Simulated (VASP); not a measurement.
# Ta (Im-3m) in VASP: further runs

The runs below take Ta through single point, relaxation of cell and atoms, with LDA.

Everything below comes from runs of VASP 6.6.1. Logs are shortened: lines on timing, memory, paths and dates and some standing lists are left out, and cuts for length are marked.

## Step 1: The cell of the first run

It takes space group Im-3m (No. 229, cubic). Conventional cell: a = 3.303 Å, b = 3.303 Å, c = 3.303 Å, α = 90.00°, β = 90.00°, γ = 90.00°. Within 3.8 Å of Ta (site symmetry m-3m) lie 14 Ta at 2.86 to 3.30 Å.

## Step 2: Single point, LDA

Contents of INCAR:

```
ALGO     = Normal         # electronic algorithm
EDIFF    = 1E-6           # SCF threshold, eV
ENCUT    = 500            # plane-wave cutoff, eV
GGA      = CA             # functional
GGA_COMPAT= F            
ISIF     = 2              # what is computed and relaxed
ISMEAR   = 0              # smearing method
LASPH    = T              # aspherical terms in the spheres
LCHARG   = F              # write CHGCAR
LREAL    = F              # projectors in reciprocal space
LWAVE    = F              # write WAVECAR
NBANDS   = 12             # bands
NELM     = 120            # most SCF steps
PREC     = Accurate       # precision mode
SIGMA    = 0.1            # smearing width, eV
```

Contents of KPOINTS:

```
k-points
0
Gamma
  8 8 8
```

Contents of POSCAR:

```
Ta
1.0
   -1.6512800000      1.6512800000      1.6512800000
    1.6512800000     -1.6512800000      1.6512800000
    1.6512800000      1.6512800000     -1.6512800000
Ta
1
Direct
    0.0000000000      0.0000000000      0.0000000000
```

Potentials or basis: VASP PAW LDA potentials, release 64 (Ta_pv).

Command:

```bash
$ cat potpaw_LDA.64/Ta_pv/POTCAR > POTCAR
$ mpirun -np 1 vasp_std > vasp.out
```

OUTCAR:

```text
EDIFF = 1E-6
   ENCUT = 500
   GGA = CA
   ISIF = 2
   ISMEAR = 0
   LASPH = T
   LREAL = F
   NELM = 120
   PREC = Accurate

 ion  position               nearest neighbor table
   1  0.000  0.000  0.000-

  LATTYP: Found a body centered cubic cell.
 ALAT       =     3.3025600000

  Lattice vectors:

 A1 = (  -1.6512800000,   1.6512800000,   1.6512800000)
 A2 = (   1.6512800000,  -1.6512800000,   1.6512800000)
 A3 = (   1.6512800000,   1.6512800000,  -1.6512800000)

Analysis of symmetry for initial positions (statically):
=====================================================================
 Subroutine PRICEL returns:
 Original cell was already a primitive cell.

 Routine SETGRP: Setting up the symmetry group for a
 body centered cubic supercell.

 Subroutine GETGRP returns: Found 48 space group operations
 (whereof 48 operations were pure point group operations)
 out of a pool of 48 trial point group operations.

The static configuration has the point symmetry O_h .

Analysis of symmetry for dynamics (positions and initial velocities):
=====================================================================
 Subroutine PRICEL returns:
 Original cell was already a primitive cell.

 Routine SETGRP: Setting up the symmetry group for a
 body centered cubic supercell.

 Subroutine GETGRP returns: Found 48 space group operations
 (whereof 48 operations were pure point group operations)
 out of a pool of 48 trial point group operations.

The dynamic configuration has the point symmetry O_h .

 Subroutine INISYM returns: Found 48 space group operations
 (whereof 48 operations are pure point group operations),
 and found     1 'primitive' translations

----------------------------------------------------------------------------------------

                                     Primitive cell

  volume of cell :      18.0104

  direct lattice vectors                    reciprocal lattice vectors
    -1.651280000  1.651280000  1.651280000     0.000000000  0.302795407  0.302795407
     1.651280000 -1.651280000  1.651280000     0.302795407  0.000000000  0.302795407
     1.651280000  1.651280000 -1.651280000     0.302795407  0.302795407  0.000000000

  length of vectors
     2.860100858  2.860100858  2.860100858     0.428217371  0.428217371  0.428217371

  position of ions in fractional coordinates (direct lattice)
     0.000000000  0.000000000  0.000000000

  ion indices of the primitive-cell ions
   primitive index   ion index
                 1           1

----------------------------------------------------------------------------------------

 KPOINTS: k-points

Automatic generation of k-mesh.
 Grid dimensions read from file:
 generate k-points for:    8    8    8

 Generating k-lattice:

  Cartesian coordinates                     Fractional coordinates (reciprocal lattice)
     0.000000000  0.037849426  0.037849426     0.125000000  0.000000000  0.000000000
     0.037849426  0.000000000  0.037849426     0.000000000  0.125000000  0.000000000
     0.037849426  0.037849426  0.000000000     0.000000000  0.000000000  0.125000000

  Length of vectors
     0.053527171  0.053527171  0.053527171

  Shift w.r.t. Gamma in fractional coordinates (k-lattice)
     0.000000000  0.000000000  0.000000000

 Subroutine IBZKPT returns following result:
 ===========================================

 Found     29 irreducible k-points:

 Following reciprocal coordinates:
            Coordinates               Weight
  0.000000  0.000000  0.000000      1.000000
  0.125000  0.000000  0.000000     12.000000
  0.250000  0.000000  0.000000     12.000000
  0.375000  0.000000  0.000000     12.000000
  0.500000  0.000000  0.000000      6.000000
  0.125000  0.125000  0.000000     24.000000
[... 16 lines left out ...]
 -0.250000  0.250000  0.250000      6.000000
 -0.375000  0.375000  0.250000     24.000000
 [... further k-points ...]
   k-points           NKPTS =     29   k-points in BZ     NKDIM =     29   number of bands    NBANDS=     12
   number of dos      NEDOS =    301   number of ions     NIONS =      1
   total plane-waves  NPLWV =  13824
   dimension x,y,z NGX =    24 NGY =   24 NGZ =   24
   dimension x,y,z NGXF=    48 NGYF=   48 NGZF=   48
   ions per type =               1
   NGX,Y,Z   is equivalent  to a cutoff of  13.95, 13.95, 13.95 a.u.
   NGXF,Y,Z  is equivalent  to a cutoff of  27.90, 27.90, 27.90 a.u.
 SYSTEM =  unknown system
   PREC   = accura    normal or accurate (medium, high low for compatibility)
   ISTART =      0    job   : 0-new  1-cont  2-samecut
   ICHARG =      2    charge: 1-file 2-atom 10-const
   ISPIN  =      1    spin polarized calculation?
   LNONCOLLINEAR =      F non collinear calculations
   LSORBIT =      F    spin-orbit coupling
   LASPH  =      T    aspherical Exc in radial PAW
   ENCUT  =  500.0 eV  36.75 Ry    6.06 a.u.   5.21  5.21  5.21*2*pi/ulx,y,z
   NELM   =    120;   NELMIN=  2; NELMDL= -5     # of ELM steps
   EDIFF  = 0.1E-05   stopping-criterion for ELM
   LREAL  =      F    real-space projection
   EDIFFG = 0.1E-04   stopping-criterion for IOM
   NSW    =      0    number of steps for IOM
   IBRION =     -1    ionic relax: 0-MD 1-quasi-New 2-CG
   NFREE  =      0    steps in history (QN), initial steepest desc. (CG)
   ISIF   =      2    stress and relaxation
   ISYM   =      2    0-nonsym 1-usesym 2-fastsym
   POTIM  = 0.5000    time-step for ionic-motion
   TEBEG  =    0.0;   TEEND  =   0.0 temperature during run
   PSTRESS=    0.0 pullay stress
   NELECT =      11.0000    total number of electrons
   NUPDOWN=      -1.0000    fix difference up-down
   EMIN   =  10.00;   EMAX   =-10.00  energy-range for DOS
   EFERMI =   0.00;   METHOD = LEGACY
   ISMEAR =     0;   SIGMA  =   0.10  broadening in eV -4-tet -1-fermi 0-gaus
   EFERMI_NEDOS =   21; number of points for ismear=-14 and -15
   IALGO  =     38    algorithm
   IMIX   =      4    mixing-type and parameters
     AMIX     =   0.40;   BMIX     =  1.00
     AMIX_MAG =   1.60;   BMIX_MAG =  1.00
  volume/ion in A,a.u.               =      18.01       121.54
  Fermi-wavevector in a.u.,A,eV,Ry     =   1.388988  2.624806 26.249534  1.929286
  Thomas-Fermi vector in A             =   2.513061
   LORBIT       =      0    0 simple, 1 ext, 2 COOP (PROOUT), +10 PAW based schemes
   GGA     = CA    functional components
   LHFCALC =     F    Hartree Fock is set to
   AEXX    =    0.0000 exact exchange contribution
   IVDW    =     0    specifies the selected vdW correction
   LEPSILON=     F    determine dielectric tensor
   LRPA    =     F    only Hartree local field effects (RPA)
 non-spin polarized calculation
 Gauss-broadening in eV      SIGMA  =   0.10
  energy-cutoff  :      500.00
  volume of cell :       18.01
 maximum number of plane-waves:       471
 NGX is ok and might be reduce to    24
   NGX = 11   NGY = 11   NGZ = 11

 number of electron      11.0000002 magnetization

 Free energy of the ion-electron system (eV)
  ---------------------------------------------------
  ext. energy  EPLUGINS =         0.00000000
  ---------------------------------------------------
  free energy    TOTEN  =       -12.84148809 eV

  energy without entropy =      -12.83773302  energy(sigma->0) =      -12.83961055

 E-fermi :   5.3815     XC(G=0): -12.7932

 val. band max:        5.3060155833   @ k =   0.2500   0.0000   0.0000
 cond. band min:       5.4162389926   @ k =  -0.2500   0.2500   0.1250
 fundamental gap:      0.1102234093
 Fermi energy:         5.3815356404

 k-point     1 :       0.0000    0.0000    0.0000
  band No.  band energies     occupation
      1     -27.4820      2.00000
      2     -27.4820      2.00000
      3     -27.4820      2.00000
      4      -2.4440      2.00000
      5       6.0800      0.00000
      6       6.0800      0.00000
      7       6.0800      0.00000
      8       9.3357      0.00000
      9       9.3357      0.00000
     10      19.1125      0.00000
     11      20.4744      0.00000
     12      20.4744      0.00000

 k-point     2 :       0.1250    0.0000    0.0000
  band No.  band energies     occupation
      1     -27.6713      2.00000
      2     -27.5405      2.00000
      3     -27.4830      2.00000
      4      -1.7640      2.00000
      5       5.6631      0.00007
      6       5.9094      0.00000
      7       6.7603      0.00000
      8       8.8082      0.00000
      9       9.3504      0.00000
     10      19.1122      0.00000
     11      21.0023      0.00000
     12      21.6615      0.00000

 k-point     3 :       0.2500    0.0000    0.0000
  band No.  band energies     occupation
      1     -28.1072      2.00000
      2     -27.6793      2.00000
      3     -27.4856      2.00000
      4      -0.1500      2.00000
      5       4.8049      2.00000
      6       5.3060      1.71449
      7       8.6884      0.00000
      8       8.7567      0.00000
      9       9.5237      0.00000
     10      19.1099      0.00000
     11      20.6494      0.00000
     12      22.2075      0.00000
[... 286 lines left out ...]
 k-point    23 :      -0.2500    0.2500    0.2500
  band No.  band energies     occupation
      1     -28.1306      2.00000
      2     -27.8928      2.00000
      3     -27.8928      2.00000
      4       1.7653      2.00000
      5       4.4352      2.00000
      6       6.6375      0.00000
      7       6.6375      0.00000
      8       8.5493      0.00000
      9      10.3653      0.00000
     10      19.1060      0.00000
     11      20.1230      0.00000
     12      24.8790      0.00000

 k-point    24 :      -0.3750    0.3750    0.2500
  band No.  band energies     occupation
      1     -28.3771      2.00000
      2     -28.0387      2.00000
      3     -27.9291      2.00000
      4       2.6113      2.00000
      5       3.4183      2.00000
      6       6.6471      0.00000
      7       7.3363      0.00000
      8      10.7876      0.00000
      9      10.9181      0.00000
     10      19.0856      0.00000
     11      19.4695      0.00000
     12      21.7529      0.00000

 [... further k-points ...]
[... 5 lines left out ...]
  --------------------------------------------------------------------------------------
  -------------------------------------------------------------------------------------
  Total       -1.1125186     -1.1125186     -1.1125186     -0.0000000     -0.0000000      0.0000000
  in kB      -98.9682117    -98.9682117    -98.9682117     -0.0000000     -0.0000000      0.0000000
  external PRESSURE =     -98.9682117 kB  Pullay stress =       0.0000000 kB

 VOLUME and BASIS-vectors are now :
 -----------------------------------------------------------------------------
  energy-cutoff  :      500.00
  volume of cell :       18.01
      direct lattice vectors                 reciprocal lattice vectors
    -1.651280000  1.651280000  1.651280000     0.000000000  0.302795407  0.302795407
     1.651280000 -1.651280000  1.651280000     0.302795407  0.000000000  0.302795407
     1.651280000  1.651280000 -1.651280000     0.302795407  0.302795407  0.000000000

 POSITION                                       TOTAL-FORCE (eV/Angst)
 -----------------------------------------------------------------------------------
      0.00000      0.00000      0.00000        -0.000000      0.000000      0.000000
 -----------------------------------------------------------------------------------
    total drift:                                0.000000      0.000000      0.000000

  FREE ENERGIE OF THE ION-ELECTRON SYSTEM (eV)
  ---------------------------------------------------
  free  energy   TOTEN  =       -12.8414880888 eV

  energy  without entropy=      -12.8377330166  energy(sigma->0) =      -12.83961055
```

It took 6.3 s on 1 thread of Intel Xeon 8259CL, shared host; peak memory 0.13 GiB.

What came out:

- Free energy: -12.8415 eV
- Pressure: -9.9 GPa

Levels at points of the mesh, in eV from the Fermi level:
| k point | band 3 | band 4 | band 5 | band 6 | band 7 | band 8 |
| --- | --- | --- | --- | --- | --- | --- |
| (0.00, 0.00, 0.00) | -32.86 | -7.83 | 0.70 | 0.70 | 0.70 | 3.95 |
| (0.50, 0.00, 0.00) | -32.87 | -4.35 | -1.56 | 1.76 | 3.84 | 4.85 |
| (0.50, 0.50, 0.50) | -33.70 | -3.80 | -3.80 | 6.81 | 6.81 | 6.81 |

Caveat: spin-orbit coupling is left out, which moves the levels of the heavy elements.

## Step 3: Single point, LDA

This run uses another cell than the first one, of 17.11 Å³/atom, 0.950 times its volume.

Contents of INCAR:

```
ALGO = Normal
EDIFF = 1E-6
ENCUT = 500
GGA_COMPAT = F
ISIF = 2
ISMEAR = 0
LASPH = T
LCHARG = F
LREAL = F
LWAVE = F
NBANDS = 12
NELM = 120
PREC = Accurate
SIGMA = 0.1
```

KPOINTS is that of step 2.

Contents of POSCAR:

```
Ta
1.0
   -1.6231883332      1.6231883332      1.6231883332
    1.6231883332     -1.6231883332      1.6231883332
    1.6231883332      1.6231883332     -1.6231883332
Ta
1
Direct
    0.0000000000      0.0000000000      0.0000000000
```

Potentials or basis: VASP PAW LDA potentials, release 64 (Ta_pv).

Command:

```bash
$ cat potpaw_LDA.64/Ta_pv/POTCAR > POTCAR
$ mpirun -np 1 vasp_std > vasp.out
```

It took 5.8 s on 1 thread of Intel Xeon 8259CL, shared host; peak memory 0.13 GiB.

The run converged. Its results:

```
Free energy : -12.8673 eV
Pressure    : 1.1 GPa
```

Levels at points of the mesh, in eV from the Fermi level:
```
           k point  band 1  band 2  band 3  band 4  band 5  band 6  band 7  band 8  band 9  band 10
(0.00, 0.00, 0.00)  -32.62  -32.62  -32.62   -7.96    0.74    0.74    0.74    4.19    4.19    13.94
(0.50, 0.00, 0.00)  -34.03  -33.07  -32.63   -4.54   -1.67    2.07    4.10    5.18    8.34    12.34
(0.50, 0.50, 0.50)  -33.60  -33.60  -33.60   -4.06   -4.06    7.29    7.29    7.29    9.31     9.31
```

Caveat: spin-orbit coupling is left out, which moves the levels of the heavy elements.

## Step 4: Relaxation of cell and atoms, LDA

Contents of INCAR:

```
ALGO     = Normal         # electronic algorithm
EDIFF    = 1E-7           # SCF threshold, eV
EDIFFG   = -0.05          # ionic threshold
ENCUT    = 500            # plane-wave cutoff, eV
GGA_COMPAT= False        
IBRION   = 2              # ionic algorithm
ISIF     = 3              # what is computed and relaxed
ISMEAR   = 0              # smearing method
LASPH    = True           # aspherical terms in the spheres
LCHARG   = False          # write CHGCAR
LREAL    = False          # projectors in reciprocal space
LWAVE    = False          # write WAVECAR
NELM     = 120            # most SCF steps
NELMIN   = 4            
NSW      = 100            # ionic steps
PREC     = Accurate       # precision mode
SIGMA    = 0.1            # smearing width, eV
```

KPOINTS is that of step 3.

Contents of POSCAR:

```
Ta
1.0
   -1.6512800000      1.6512800000      1.6512800000
    1.6512800000     -1.6512800000      1.6512800000
    1.6512800000      1.6512800000     -1.6512800000
Ta
1
Direct
    0.0000000000      0.0000000000      0.0000000000
```

Command:

```bash
$ cat potpaw_LDA.64/Ta_pv/POTCAR > POTCAR
$ mpirun -np 1 vasp_std > vasp.out
```

Run time: 16 s. Hardware: 1 thread of Intel Xeon 8259CL, shared host; peak memory 0.14 GiB.

The run converged. Its results:

```yaml
Free_energy: -12.8679 eV
Relaxed_volume: 17.19 Å³/atom
Relaxed_cell: a = 2.816 Å, b = 2.816 Å, c = 2.816 Å, α = 109.47°, β = 109.47°, γ = 109.47°
Space_group_after_relaxing_to_0.05_Å: Im-3m (No. 229)
Energy_gained_by_relaxing: 26.4 meV/atom
Ionic_steps: 4
Pressure_after_relaxing: -0.1 GPa
```

Step by step:
| step | energy change (eV) | largest force (eV/Å) | pressure (GPa) | volume (Å³) |
| --- | --- | --- | --- | --- |
| 1 | 0.0000 | 0.0000 | -9.90 | 18.01 |
| 2 | 0.1639 | 0.0000 | 34.41 | 15.26 |
| 3 | -0.0263 | 0.0000 | -0.61 | 17.23 |
| 4 | -0.0264 | 0.0000 | -0.06 | 17.19 |

Final structure:
```
CELL_PARAMETERS angstrom
-1.62596 1.62596 1.62596
1.62596 -1.62596 1.62596
1.62596 1.62596 -1.62596
ATOMIC_POSITIONS crystal
Ta 0.00000 0.00000 0.00000
```

Levels at points of the mesh, in eV from the Fermi level:
```csv
k point,band 1,band 2,band 3,band 4,band 5,band 6,band 7,band 8,band 9
"(0.00, 0.00, 0.00)",-32.65,-32.65,-32.65,-7.95,0.74,0.74,0.74,4.16,4.16
"(0.50, 0.00, 0.00)",-34.04,-33.09,-32.66,-4.52,-1.66,2.03,4.08,5.15,8.28
"(0.50, 0.50, 0.50)",-33.61,-33.61,-33.61,-4.04,-4.04,7.24,7.24,7.24,9.25
```

Caveat: spin-orbit coupling is left out, which moves the levels of the heavy elements. LDA usually gives volumes a few per cent too small.

## Step 5: Single point, LDA

This run uses another cell than the first one, of 17.11 Å³/atom, 0.950 times its volume.

Contents of INCAR:

```
ALGO = Normal
EDIFF = 1E-6
ENCUT = 500
GGA_COMPAT = F
ISIF = 2
ISMEAR = 0
LASPH = T
LCHARG = F
LREAL = F
LWAVE = F
NBANDS = 12
NELM = 120
PREC = Accurate
SIGMA = 0.1
```

KPOINTS is that of step 4.

Contents of POSCAR:

```
Ta
1.0
   -1.6231883334      1.6231883334      1.6231883334
    1.6231883334     -1.6231883334      1.6231883334
    1.6231883334      1.6231883334     -1.6231883334
Ta
1
Direct
    0.0000000000      0.0000000000      0.0000000000
```

Command:

```bash
$ cat potpaw_LDA.64/Ta_pv/POTCAR > POTCAR
$ mpirun -np 1 vasp_std > vasp.out
```

Wall time 5.2 s (1 thread of Intel Xeon 6975P-C, shared host); peak memory 0.13 GiB.

Results (log left out):

```yaml
Free_energy: -12.8673 eV
Pressure: 1.1 GPa
```

Levels at points of the mesh, in eV from the Fermi level:
```tsv
k point	band 2	band 3	band 4	band 5	band 6	band 7	band 8	band 9
(0.00, 0.00, 0.00)	-32.62	-32.62	-7.96	0.74	0.74	0.74	4.19	4.19
(0.50, 0.00, 0.00)	-33.07	-32.63	-4.54	-1.67	2.07	4.10	5.18	8.34
(0.50, 0.50, 0.50)	-33.60	-33.60	-4.06	-4.06	7.29	7.29	7.29	9.31
```

Caveat: spin-orbit coupling is left out, which moves the levels of the heavy elements.

## Step 6: Overview

```csv
task,cell,gap on the mesh (eV),pressure (GPa)
single point,"a = 2.860 Å, angles 109.5°, 1 atom",none,-9.9
single point,"a = 2.811 Å, angles 109.5°, 1 atom",none,1.1
relaxation of cell and atoms,"relaxed from a = 2.860 Å, angles 109.5°, 1 atom",none,-0.1
```

Alike in all rows: level LDA; potentials or basis VASP PAW LDA potentials, release 64 (Ta_pv); no spin polarisation; k mesh 8 × 8 × 8; cutoff (eV) 500; smearing gaussian 0.1 eV.

Caveats: spin-orbit coupling is left out, which moves the levels of the heavy elements.

Total energies depend on the potentials used, so only differences within one code and one set of settings carry meaning.
